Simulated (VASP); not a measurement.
# CuO (P-6m2) in VASP: single point with r2SCAN+U

Aim: the single point of CuO with r2SCAN+U.

All numbers are computed with VASP 6.6.1; they aren't measurements. Logs are shortened: lines on timing, memory, paths and dates and some standing lists are left out, and cuts for length are marked.

### 1 The cell of the first run

Symmetry: P-6m2, No. 187, hexagonal system. The conventional cell has a = 2.836 Å, b = 2.836 Å, c = 2.768 Å, α = 90.00°, β = 90.00°, γ = 120.00°. Within 2.9 Å of Cu (site symmetry -6m2) lie 6 O at 2.14 Å and 8 Cu at 2.77 to 2.84 Å. Within 2.9 Å of O (site symmetry -6m2) lie 6 Cu at 2.14 Å and 8 O at 2.77 to 2.84 Å.

### 2 Single point, r2SCAN+U, collinear spin, ferromagnetic start

POSCAR reads:

```
CuO
1.0
    2.8363251100      0.0000000000      0.0000000000
   -1.4181625500      2.4563296000      0.0000000000
    0.0000000000      0.0000000000      2.7681127800
Cu O
1 1
Direct
    0.0000000000      0.0000000000      0.0000000000
    0.6666666667      0.3333333333      0.5000000000
```

INCAR.step1 reads:

```
PREC     = Accurate       # precision mode
ENCUT    = 1480           # plane-wave cutoff, eV
ISMEAR   = 0              # smearing method
SIGMA    = 0.05           # smearing width, eV
LREAL    = False          # projectors in reciprocal space
LASPH    = True           # aspherical terms in the spheres
NELM     = 200            # most SCF steps
ISPIN    = 2              # spin polarisation
MAGMOM   = 0.55 0.58      # initial moments
LMAXMIX  = 4              # l up to which the mixer works
LDAU     = True           # DFT+U
LDAUTYPE = 2            
LDAUL    = 2 -1           # shell
LDAUU    = 4 0            # U, eV
LDAUJ    = 0 0          
NBANDS   = 24             # bands
GGA      = PE             # functional
ALGO     = Normal         # electronic algorithm
EDIFF    = 1E-5           # SCF threshold, eV
LWAVE    = True           # write WAVECAR
LCHARG   = False          # write CHGCAR
GGA_COMPAT= False
```

INCAR.step2 reads:

```
PREC     = Accurate       # precision mode
ENCUT    = 1480           # plane-wave cutoff, eV
EDIFF    = 1E-6           # SCF threshold, eV
ISMEAR   = 0              # smearing method
SIGMA    = 0.05           # smearing width, eV
LREAL    = False          # projectors in reciprocal space
LASPH    = True           # aspherical terms in the spheres
NELM     = 200            # most SCF steps
ALGO     = Normal         # electronic algorithm
ISIF     = 2              # what is computed and relaxed
LWAVE    = False          # write WAVECAR
LCHARG   = True           # write CHGCAR
ISPIN    = 2              # spin polarisation
MAGMOM   = 0.55 0.58      # initial moments
LORBIT   = 11             # projections on sites
LMAXMIX  = 4              # l up to which the mixer works
LDAU     = True           # DFT+U
LDAUTYPE = 2            
LDAUL    = 2 -1           # shell
LDAUU    = 4 0            # U, eV
LDAUJ    = 0 0          
LDAUPRINT= 1            
METAGGA  = R2SCAN         # meta-GGA
LMIXTAU  = True         
LELF     = True           # ELF
LVHAR    = True         
NBANDS   = 24             # bands
ISTART   = 1            
GGA_COMPAT= False
```

KPOINTS reads:

```
Automatic mesh
0
Gamma
  8 8 7
```

Potentials or basis: VASP PAW PBE potentials, release 64 (Cu_sv_GW, O_h).

On the command line:

```console
> cat potpaw_PBE.64/Cu_sv_GW/POTCAR potpaw_PBE.64/O_h/POTCAR > POTCAR
> cp INCAR.step1 INCAR
> mpirun -np 1 vasp_std > vasp.out
> cp INCAR.step2 INCAR
> mpirun -np 1 vasp_std > vasp.out
```

OUTCAR:

```text
PREC = Accurate
   ENCUT = 1480
   EDIFF = 1E-6
   ISMEAR = 0
   LREAL = False
   LASPH = True
   NELM = 200
   ISIF = 2
   ISPIN = 2
   LORBIT = 11
   METAGGA = R2SCAN
   ISTART = 1

 ion  position               nearest neighbor table
   1  0.000  0.000  0.000-
   2  0.667  0.333  0.500-

  LATTYP: Found a hexagonal cell.
 ALAT       =     2.8363251100
 C/A-ratio  =     0.9759504544

  Lattice vectors:

 A1 = (   2.8363251100,   0.0000000000,   0.0000000000)
 A2 = (  -1.4181625500,   2.4563296000,   0.0000000000)
 A3 = (   0.0000000000,   0.0000000000,   2.7681127800)

Analysis of symmetry for initial positions (statically):
=====================================================================
 Subroutine PRICEL returns:
 Original cell was already a primitive cell.

 Routine SETGRP: Setting up the symmetry group for a
 hexagonal supercell.

 Subroutine GETGRP returns: Found 12 space group operations
 (whereof 12 operations were pure point group operations)
 out of a pool of 24 trial point group operations.

The static configuration has the point symmetry D_3h.

Analysis of symmetry for dynamics (positions and initial velocities):
=====================================================================
 Subroutine PRICEL returns:
 Original cell was already a primitive cell.

 Routine SETGRP: Setting up the symmetry group for a
 hexagonal supercell.

 Subroutine GETGRP returns: Found 12 space group operations
 (whereof 12 operations were pure point group operations)
 out of a pool of 24 trial point group operations.

The dynamic configuration has the point symmetry D_3h.

Analysis of structural, dynamic, and magnetic symmetry:
=====================================================================
 Subroutine PRICEL returns:
 Original cell was already a primitive cell.

 Routine SETGRP: Setting up the symmetry group for a
 hexagonal supercell.

 Subroutine GETGRP returns: Found 12 space group operations
 (whereof 12 operations were pure point group operations)
 out of a pool of 24 trial point group operations.

The overall configuration has the point symmetry D_3h.

 Subroutine INISYM returns: Found 12 space group operations
 (whereof 12 operations are pure point group operations),
 and found     1 'primitive' translations

----------------------------------------------------------------------------------------

                                     Primitive cell

  volume of cell :      19.2853

  direct lattice vectors                    reciprocal lattice vectors
     2.836325110  0.000000000  0.000000000     0.352568892  0.203555744  0.000000000
    -1.418162550  2.456329600  0.000000000     0.000000000  0.407111489  0.000000000
     0.000000000  0.000000000  2.768112780     0.000000000  0.000000000  0.361256957

  length of vectors
     2.836325110  2.836325109  2.768112780     0.407111488  0.407111489  0.361256957

  position of ions in fractional coordinates (direct lattice)
     0.000000000  0.000000000  0.000000000
     0.666666667  0.333333333  0.500000000

  ion indices of the primitive-cell ions
   primitive index   ion index
                 1           1
                 2           2

----------------------------------------------------------------------------------------

 KPOINTS: Automatic mesh

Automatic generation of k-mesh.
 Grid dimensions read from file:
 generate k-points for:    8    8    7

 Generating k-lattice:
[... 45 lines left out ...]
   number of dos      NEDOS =    301   number of ions     NIONS =      2
   total plane-waves  NPLWV =  46656
   dimension x,y,z NGX =    36 NGY =   36 NGZ =   36
   dimension x,y,z NGXF=    72 NGYF=   72 NGZF=   72
   ions per type =               1   1
   NGX,Y,Z   is equivalent  to a cutoff of  21.10, 21.10, 21.62 a.u.
   NGXF,Y,Z  is equivalent  to a cutoff of  42.20, 42.20, 43.24 a.u.
 SYSTEM =  unknown system
   PREC   = accura    normal or accurate (medium, high low for compatibility)
   ISTART =      1    job   : 0-new  1-cont  2-samecut
   ICHARG =      0    charge: 1-file 2-atom 10-const
   ISPIN  =      2    spin polarized calculation?
   LNONCOLLINEAR =      F non collinear calculations
   LSORBIT =      F    spin-orbit coupling
   LASPH  =      T    aspherical Exc in radial PAW
   ENCUT  = 1480.0 eV 108.78 Ry   10.43 a.u.   8.90  8.90  8.68*2*pi/ulx,y,z
   NELM   =    200;   NELMIN=  2; NELMDL=  0     # of ELM steps
   EDIFF  = 0.1E-05   stopping-criterion for ELM
   LREAL  =      F    real-space projection
   EDIFFG = 0.1E-04   stopping-criterion for IOM
   NSW    =      0    number of steps for IOM
   IBRION =     -1    ionic relax: 0-MD 1-quasi-New 2-CG
   NFREE  =      0    steps in history (QN), initial steepest desc. (CG)
   ISIF   =      2    stress and relaxation
   ISYM   =      2    0-nonsym 1-usesym 2-fastsym
   POTIM  = 0.5000    time-step for ionic-motion
   TEBEG  =    0.0;   TEEND  =   0.0 temperature during run
   PSTRESS=    0.0 pullay stress
   NELECT =      25.0000    total number of electrons
   NUPDOWN=      -1.0000    fix difference up-down
   EMIN   =  10.00;   EMAX   =-10.00  energy-range for DOS
   EFERMI =   0.00;   METHOD = LEGACY
   ISMEAR =     0;   SIGMA  =   0.05  broadening in eV -4-tet -1-fermi 0-gaus
   EFERMI_NEDOS =   21; number of points for ismear=-14 and -15
   IALGO  =     38    algorithm
   IMIX   =      4    mixing-type and parameters
     AMIX     =   0.40;   BMIX     =  1.00
     AMIX_MAG =   1.60;   BMIX_MAG =  1.00
  volume/ion in A,a.u.               =       9.64        65.07
  Fermi-wavevector in a.u.,A,eV,Ry     =   1.785032  3.373221 43.352781  3.186339
  Thomas-Fermi vector in A             =   2.848898
   LORBIT       =     11    0 simple, 1 ext, 2 COOP (PROOUT), +10 PAW based schemes
 LDA+U is selected, type is set to LDAUTYPE =  2
   angular momentum for each species LDAUL =     2   -1
   U (eV)           for each species LDAUU =   4.0  0.0
   J (eV)           for each species LDAUJ =   0.0  0.0
   METAGGA = R2SCAN    functional components
   LHFCALC =     F    Hartree Fock is set to
   AEXX    =    0.0000 exact exchange contribution
   IVDW    =     0    specifies the selected vdW correction
   LEPSILON=     F    determine dielectric tensor
   LRPA    =     F    only Hartree local field effects (RPA)
 spin polarized calculation
 Gauss-broadening in eV      SIGMA  =   0.05
  energy-cutoff  :     1480.00
  volume of cell :       19.29
 maximum number of plane-waves:      2513
 NGX is ok and might be reduce to    36
   NGX = 17   NGY = 17   NGZ = 17

atom =   1  type =  1  l = 2

 onsite density matrix

spin component  1

  0.9475 -0.0000 -0.0000  0.0000  0.0000
 -0.0000  0.9691  0.0000  0.0000  0.0000
 -0.0000  0.0000  0.9467 -0.0000  0.0000
  0.0000  0.0000 -0.0000  0.9691 -0.0000
  0.0000  0.0000  0.0000 -0.0000  0.9475

spin component  2

  0.9235  0.0000 -0.0000 -0.0000  0.0000
  0.0000  0.7120 -0.0000  0.0000 -0.0000
 -0.0000 -0.0000  0.9449 -0.0000  0.0000
 -0.0000  0.0000 -0.0000  0.7120  0.0000
  0.0000 -0.0000  0.0000  0.0000  0.9235

 occupancies and eigenvectors

  o =  0.7120  v =  0.0000  0.0000  0.0000  0.0000  0.0000 -0.0000  0.6081  0.0000 -0.7938 -0.0000      0.0000  0.0000  0.0000  0.0000  0.0000  0.0000  0.0000  0.0000  0.0000  0.0000
  o =  0.7120  v =  0.0000  0.0000  0.0000  0.0000  0.0000 -0.0000 -0.7938 -0.0000 -0.6081  0.0000      0.0000  0.0000  0.0000  0.0000  0.0000  0.0000  0.0000  0.0000  0.0000  0.0000
  o =  0.9235  v =  0.0000  0.0000  0.0000  0.0000  0.0000 -0.9952  0.0000 -0.0000 -0.0000  0.0974      0.0000  0.0000  0.0000  0.0000  0.0000  0.0000  0.0000  0.0000  0.0000  0.0000
  o =  0.9235  v =  0.0000  0.0000  0.0000  0.0000  0.0000 -0.0974 -0.0000  0.0000  0.0000 -0.9952      0.0000  0.0000  0.0000  0.0000  0.0000  0.0000  0.0000  0.0000  0.0000  0.0000
  o =  0.9449  v =  0.0000  0.0000  0.0000  0.0000  0.0000 -0.0000 -0.0000  1.0000 -0.0000  0.0000      0.0000  0.0000  0.0000  0.0000  0.0000  0.0000  0.0000  0.0000  0.0000  0.0000
  o =  0.9467  v =  0.0000  0.0000  1.0000  0.0000 -0.0000  0.0000  0.0000  0.0000  0.0000  0.0000      0.0000  0.0000  0.0000  0.0000  0.0000  0.0000  0.0000  0.0000  0.0000  0.0000
  o =  0.9475  v =  0.2912 -0.0000 -0.0000  0.0000  0.9567  0.0000  0.0000  0.0000  0.0000  0.0000      0.0000  0.0000  0.0000  0.0000  0.0000  0.0000  0.0000  0.0000  0.0000  0.0000
  o =  0.9475  v =  0.9567  0.0000 -0.0000 -0.0000 -0.2912  0.0000  0.0000  0.0000  0.0000  0.0000      0.0000  0.0000  0.0000  0.0000  0.0000  0.0000  0.0000  0.0000  0.0000  0.0000
  o =  0.9691  v =  0.0000 -0.6081  0.0000  0.7938 -0.0000  0.0000  0.0000  0.0000  0.0000  0.0000      0.0000  0.0000  0.0000  0.0000  0.0000  0.0000  0.0000  0.0000  0.0000  0.0000
  o =  0.9691  v =  0.0000 -0.7938  0.0000 -0.6081 -0.0000  0.0000  0.0000  0.0000  0.0000  0.0000      0.0000  0.0000  0.0000  0.0000  0.0000  0.0000  0.0000  0.0000  0.0000  0.0000

 number of electron      24.9999999 magnetization       1.0000000

 Free energy of the ion-electron system (eV)
  ---------------------------------------------------
  ext. energy  EPLUGINS =         0.00000000
  ---------------------------------------------------
  free energy    TOTEN  =       -15.99074302 eV

  energy without entropy =      -15.99002695  energy(sigma->0) =      -15.99038499

 E-fermi :   5.7111     XC(G=0): -13.4416

 val. band max:        5.6845183764   @ k =   0.1250  -0.0000   0.2857
 cond. band min:       5.7193759992   @ k =   0.1250   0.1250   0.0000
 fundamental gap:      0.0348576228
 Fermi energy:         5.7111330209

 spin component 1

 k-point     1 :       0.0000    0.0000    0.0000
  band No.  band energies     occupation
      1    -109.8309      1.00000
      2     -65.9385      1.00000
      3     -65.5620      1.00000
      4     -65.5620      1.00000
      5     -14.8513      1.00000
      6       1.1200      1.00000
[... 1289 lines left out ...]
     23      41.1146      0.00000
     24      42.7453      0.00000

 [... further k-points ...]
[... 5 lines left out ...]
  --------------------------------------------------------------------------------------
  -------------------------------------------------------------------------------------
  Total       -0.3479149     -0.3479149     -1.9007189     -0.0000000     -0.0000000     -0.0000000
  in kB      -28.9039517    -28.9039517   -157.9072405     -0.0000001     -0.0000000     -0.0000000
  external PRESSURE =     -71.9050479 kB  Pullay stress =       0.0000000 kB

 VOLUME and BASIS-vectors are now :
 -----------------------------------------------------------------------------
  energy-cutoff  :     1480.00
  volume of cell :       19.29
      direct lattice vectors                 reciprocal lattice vectors
     2.836325110  0.000000000  0.000000000     0.352568892  0.203555744  0.000000000
    -1.418162550  2.456329600  0.000000000     0.000000000  0.407111489  0.000000000
     0.000000000  0.000000000  2.768112780     0.000000000  0.000000000  0.361256957

 POSITION                                       TOTAL-FORCE (eV/Angst)
 -----------------------------------------------------------------------------------
      0.00000      0.00000      0.00000         0.000000     -0.000000      0.000000
      1.41816      0.81878      1.38406        -0.000000      0.000000      0.000000
 -----------------------------------------------------------------------------------
    total drift:                               -0.000000      0.000000      0.000000

  FREE ENERGIE OF THE ION-ELECTRON SYSTEM (eV)
  ---------------------------------------------------
  free  energy   TOTEN  =       -15.9907430232 eV

  energy  without entropy=      -15.9900269528  energy(sigma->0) =      -15.99038499

 total charge

# of ion       s       p       d       f       tot
--------------------------------------------------
    1        2.170   6.280   8.971   0.008  17.429
    2        1.068   2.256   0.000   0.000   3.324
--------------------------------------------------
tot          3.238   8.536   8.971   0.008  20.753

 magnetization (x)

# of ion       s       p       d       f       tot
--------------------------------------------------
    1       -0.011  -0.012   0.564   0.000   0.541
    2        0.011   0.334   0.000   0.000   0.344
--------------------------------------------------
tot         -0.001   0.321   0.564   0.000   0.885
```

Wall time 6.8 min (1 thread of Intel Xeon Platinum 8488C (Sapphire Rapids), shared host); peak memory 0.38 GiB.

Results:

| Item | Value |
| --- | --- |
| Free energy | -15.9907 eV |
| Pressure | -7.2 GPa |
| Band gap on the k mesh | zero (filled and empty bands overlap) |
| Net moment | 1.00 μB per cell |
| Site moments | Cu +0.54; O +0.34 μB |
| Valence electrons inside the program's atomic spheres | Cu 17.43; O 3.32 |

Levels at points of the mesh, in eV from the Fermi level:
Spin up:
| k point | band 9 | band 10 | band 11 | band 12 | band 13 | band 14 | band 15 | band 16 | band 17 | band 18 |
| --- | --- | --- | --- | --- | --- | --- | --- | --- | --- | --- |
| (0.00, 0.00, 0.00) | -3.50 | -3.50 | -3.07 | -1.00 | -1.00 | 1.64 | 15.85 | 17.65 | 17.65 | 19.77 |
| (0.50, 0.00, 0.00) | -3.60 | -3.56 | -2.53 | -2.39 | -0.76 | 6.71 | 9.42 | 16.04 | 18.27 | 18.48 |
Spin down:
| k point | band 10 | band 11 | band 12 | band 13 | band 14 | band 15 |
| --- | --- | --- | --- | --- | --- | --- |
| (0.00, 0.00, 0.00) | -1.13 | -1.13 | 0.07 | 0.07 | 1.92 | 15.96 |
| (0.50, 0.00, 0.00) | -1.97 | -1.57 | -1.25 | 1.03 | 6.85 | 10.09 |

Eigenvalues of the final occupation matrices:
```csv
site,spin,trace,eigenvalues
site 1 d,1,4.78,0.95 0.95 0.95 0.97 0.97
site 1 d,2,4.22,0.71 0.71 0.92 0.92 0.94
```

Caveat: the stress differs along the axes, from -16 to -3 GPa; the PAW data sets were made with another functional, which shifts forces and pressure a little; a cell with one magnetic atom can't hold antiferromagnetic order, which such compounds often take.

The gap in the log of VASP goes by the Fermi energy; the results here count the filled bands.